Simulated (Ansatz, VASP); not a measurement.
**Two plane-wave programs on Pt**

```
Pt
1.0
     0.00000    1.94774    1.94774
     1.94774    0.00000    1.94774
     1.94774    1.94774    0.00000
Pt
1
Direct
  0.00000 0.00000 0.00000
```

Alike in both runs: task single point; functional PBEsol; k mesh 20 × 20 × 20; occupations fermi-dirac, width 0.15 eV; no spin polarisation.

|  | VASP | Ansatz |
| --- | --- | --- |
| version | VASP 6.6.1 | Ansatz 0.2.0 |
| potentials or method | VASP PAW PBE potentials, release 64 (Pt), cutoff 520 eV | scalar-relativistic, plane waves, PAW |
| valence electrons in the cell | 10 | 18 |

Ansatz gave:

| Property | Result |
| --- | --- |
| gap on the k mesh at the Fermi level (eV) | none |
| pressure (GPa) | 6.0 |

Task: Which values does VASP return?

Result: gap on the k mesh at the Fermi level (eV): none; pressure (GPa): 5.6.

VASP's potentials were made for PBE, not for PBEsol. A gap of «none» marks a metal or a gap that the smearing closes. The functional is the same, so the differences come from potentials, cutoffs and numerics. VASP's potentials hold 10 valence electrons a cell and Ansatz's 18, so a difference there can come from the potentials and not from the codes.

Neither program's run includes spin-orbit coupling.
